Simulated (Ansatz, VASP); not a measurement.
## AlB5As6 in VASP and in Ansatz

```
Al B As
1.0
     3.48679    0.00000    0.00000
    -1.74339    3.01965    0.00000
     0.00000    0.00000   17.44989
Al B As
1 5 6
Direct
  0.00000 0.00000 0.50217
  0.00000 0.00000 0.00063
  0.33333 0.66667 0.84236
  0.66667 0.33333 0.68410
  0.33333 0.66667 0.31682
  0.66667 0.33333 0.15897
  0.33333 0.66667 0.96186
  0.66667 0.33333 0.80361
  0.00000 0.00000 0.64476
  0.33333 0.66667 0.43609
  0.66667 0.33333 0.27851
  0.00000 0.00000 0.12013
```

Alike in both runs: task relaxation of cell and atoms; functional PBE; k mesh 12 × 12 × 4; occupations gaussian, width 0.1 eV; no spin polarisation.

|  | VASP | Ansatz |
| --- | --- | --- |
| version | VASP 6.6.1 | Ansatz 0.2.0 |
| potentials or method | VASP PAW PBE potentials, release 64 (Al, B, As), cutoff 600 eV | scalar-relativistic, plane waves, PAW |
| valence electrons in the cell | 48 | 108 |

Ansatz gave:

```
gap on the k mesh at the Fermi level, each at its own relaxed structure (eV) : none
relaxed volume (Å³/atom)                                                     : 15.31
relaxed length of the cell vector where the two differ most in proportion (Å)              : 17.450
```

Estimate VASP's values.

gap on the k mesh at the Fermi level, each at its own relaxed structure (eV): none; relaxed volume (Å³/atom): 15.37; relaxed length of the cell vector where the two differ most in proportion (Å): 17.473.

A gap of «none» marks a metal or a gap that the smearing closes. VASP's potentials hold 48 valence electrons a cell and Ansatz's 108, so a difference there can come from the potentials and not from the codes.
